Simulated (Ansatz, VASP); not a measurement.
AlPt in VASP and in Ansatz

File INCAR:

```
SYSTEM = AlPt
ALGO = Fast
EDIFF = 1E-6
ENCUT = 520
GGA = PS
ISIF = 2
ISMEAR = 0
LASPH = .True.
LCHARG = .False.
LREAL = .False.
LWAVE = .False.
NBANDS = 36
NELM = 60
PREC = Accurate
SIGMA = 0.15
```

KPOINTS

```
k-points
0
Gamma
  8 8 8
  0 0 0
```

File POSCAR:

```
AlPt
1.0
    4.8685043982      0.0000000000      0.0000000000
    0.0000000000      4.8685043982      0.0000000000
    0.0000000000      0.0000000000      4.8685043982
Al Pt
4 4
Direct
    0.8453271881      0.8453271881      0.8453271881
    0.6546728119      0.1546728119      0.3453271881
    0.3453271881      0.6546728119      0.1546728119
    0.1546728119      0.3453271881      0.6546728119
    0.1302650448      0.1302650448      0.1302650448
    0.3697349552      0.8697349552      0.6302650448
    0.6302650448      0.3697349552      0.8697349552
    0.8697349552      0.6302650448      0.3697349552
```

Input for Ansatz:

```yaml
crystal:
  lattice:
    - [4.8685043982, 0.0, 0.0]
    - [0.0, 4.8685043982, 0.0]
    - [0.0, 0.0, 4.8685043982]
  atoms:
    - { symbol: Al, position: [0.8453271881, 0.8453271881, 0.8453271881] }
    - { symbol: Al, position: [0.6546728119, 0.1546728119, 0.3453271881] }
    - { symbol: Al, position: [0.3453271881, 0.6546728119, 0.1546728119] }
    - { symbol: Al, position: [0.1546728119, 0.3453271881, 0.6546728119] }
    - { symbol: Pt, position: [0.1302650448, 0.1302650448, 0.1302650448] }
    - { symbol: Pt, position: [0.3697349552, 0.8697349552, 0.6302650448] }
    - { symbol: Pt, position: [0.6302650448, 0.3697349552, 0.8697349552] }
    - { symbol: Pt, position: [0.8697349552, 0.6302650448, 0.3697349552] }
basis:
  ecutwfc: 420
kpoints:
  mp_grid: { grid: [8, 8, 8] }
hamiltonian:
  xc: pbesol
scf:
  occupations: { method: gaussian, width: 0.15 }
output:
  forces: true
  stress: true
  eigenvalues: true
```

Change from the starting cell: mode 4 (98.1 1/cm) frozen in, largest displacement +0.200 Å.

Alike in both runs: task single point; functional PBEsol; k mesh 8 × 8 × 8; occupations gaussian, width 0.15 eV; no spin polarisation.

|  | VASP | Ansatz |
| --- | --- | --- |
| version | VASP 6.6.1 | Ansatz 0.2.0 |
| potentials or method | VASP PAW PBE potentials, release 64 (Al, Pt), cutoff 520 eV | scalar-relativistic, plane waves, PAW |
| valence electrons in the cell | 52 | 84 |

Ansatz gave:

| Item | Value |
| --- | --- |
| gap on the k mesh at the Fermi level (eV) | none |
| pressure (GPa) | 4.0 |
| rms of the force components (eV/Å) | 0.526 |

Problem. Which values does VASP return?

Solution. gap on the k mesh at the Fermi level (eV): none; pressure (GPa): 3.9; rms of the force components (eV/Å): 0.530.

VASP's potentials were made for PBE, not for PBEsol. Atom by atom the forces differ by 0.004 eV/Å (rms over components). A gap of «none» marks a metal or a gap that the smearing closes. The functional is the same, so the differences come from potentials, cutoffs and numerics. VASP's potentials hold 52 valence electrons a cell and Ansatz's 84, so a difference there can come from the potentials and not from the codes.

Neither program's run includes spin-orbit coupling.
